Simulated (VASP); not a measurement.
**MgO: single point with PBE**

Crystal: MgO.

```xyz
4
Lattice="3.4591 0.0000 0.0000 -1.7295 2.9957 0.0000 0.0000 0.0000 4.0827" Properties=species:S:1:pos:R:3 pbc="T T T"
Mg    1.7295    0.9986    3.0620
Mg    0.0000    1.9971    1.0207
O     1.7295    0.9986    1.0207
O     0.0000    1.9971    3.0620
```

This cell differs from its parent crystal: functional PBE, strained.

* Program: VASP 6.6.1
* Task: single point
* Functional: PBE
* Potentials or basis: VASP PAW PBE potentials, release 64 (Mg, O)
* Cutoff: 520 eV
* k mesh: 9 × 9 × 6
* Occupations: gaussian, width 0.02 eV
* Spin: no spin polarisation

```
Pressure               : 10.2 GPa
Band gap on the k mesh : 3.65 eV, direct
```

Stress tensor (GPa, compression positive):
```
 8.51  0.00  0.00
 0.00  8.51  0.00
 0.00  0.00 13.61
```

Levels at points of the mesh, in eV from the valence-band top:
```tsv
k point	band 5	band 6	band 7	band 8	band 9	band 10	band 11	band 12
(0.00, 0.00, 0.00)	-1.82	-0.82	-0.82	0.00	3.65	9.89	12.73	12.73
(0.00, 0.00, 0.50)	-1.34	-1.34	-1.34	-1.34	6.71	6.71	13.09	13.09
```

Wall time 16 s on 1 thread of Intel(R) Xeon(R) Platinum 8488C (Sapphire Rapids), on a shared host, peak memory 0.17 GiB.

Caveat: the cell differs from its parent crystal (functional PBE, strained).
